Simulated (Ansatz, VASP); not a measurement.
## Si in VASP and in Ansatz

```
CELL_PARAMETERS angstrom
0.00000 0.00000 5.08607
6.35993 0.00000 0.00000
0.00000 6.35993 0.00000
ATOMIC_POSITIONS crystal
Si 0.00000 0.13367 0.36633
Si 0.50000 0.13367 0.36633
Si 0.00000 0.36633 0.86633
Si 0.50000 0.36633 0.86633
Si 0.00000 0.86633 0.63367
Si 0.50000 0.86633 0.63367
Si 0.00000 0.63367 0.13367
Si 0.50000 0.63367 0.13367
Si 0.00000 0.00000 0.00000
Si 0.50000 0.00000 0.00000
Si 0.00000 0.50000 0.50000
Si 0.50000 0.50000 0.50000
```

Alike in both runs: task single point; functional PBE; k mesh 4 × 4 × 4; occupations gaussian, width 0.2 eV; no spin polarisation.

```csv
,VASP,Ansatz
version,VASP 6.6.1,Ansatz 0.2.0
potentials or method,"VASP PAW PBE potentials, release 64 (Si), cutoff 520 eV","scalar-relativistic, plane waves, PAW"
valence electrons in the cell,48,48
```

Ansatz gave:

- gap on the k mesh at the Fermi level (eV): none
- pressure (GPa): 0.1
- traceless stress, the component that is largest in VASP (GPa): 0.55
- rms of the force components (eV/Å): 0.012

Which values does VASP return?

gap on the k mesh at the Fermi level (eV): none; pressure (GPa): 0.1; traceless stress, the component that is largest in VASP (GPa): 0.58; rms of the force components (eV/Å): 0.011.

Atom by atom the forces differ by 0.001 eV/Å (rms over components). A gap of «none» marks a metal or a gap that the smearing closes. With one functional, cell and mesh, what is left measures potentials, basis and numerics.
